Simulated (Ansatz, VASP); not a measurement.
# One calculation of ScSiS3, two programs

```
CELL_PARAMETERS angstrom
3.69967 0.00000 0.00000
0.00000 3.69967 0.00000
0.00000 0.00000 7.52507
ATOMIC_POSITIONS crystal
Sc 0.50000 0.50000 0.50000
Si 0.00000 0.00000 0.50000
S 0.00000 0.00000 0.00000
S 0.50000 0.50000 0.82654
S 0.50000 0.50000 0.17346
```

Alike in both runs: functional PBE; k mesh 4 × 4 × 2; occupations gaussian, width 0.1 eV; no spin polarisation.

Ansatz relaxed the structure, and its values are those at the end. VASP's run is a single point on that final structure, the one shown.

|  | VASP | Ansatz |
| --- | --- | --- |
| version | VASP 6.6.1 | Ansatz 0.2.0 |
| potentials or method | VASP PAW PBE potentials, release 64 (Sc_sv, Si, S), cutoff 520 eV | scalar-relativistic, plane waves, PAW |
| valence electrons in the cell | 33 | 33 |

```tsv
	VASP	Ansatz	Ansatz less VASP
gap on the k mesh at the Fermi level (eV)	none	none	-
pressure (GPa)	0.0	0.0	-0.03
rms of the force components (eV/Å)	0.011	0.004	-0.0070
```

A gap of «none» marks a metal or a gap that the smearing closes. The functional is the same, so the differences come from potentials, cutoffs and numerics.

The k mesh is coarse, so the values compare programs but aren't converged.
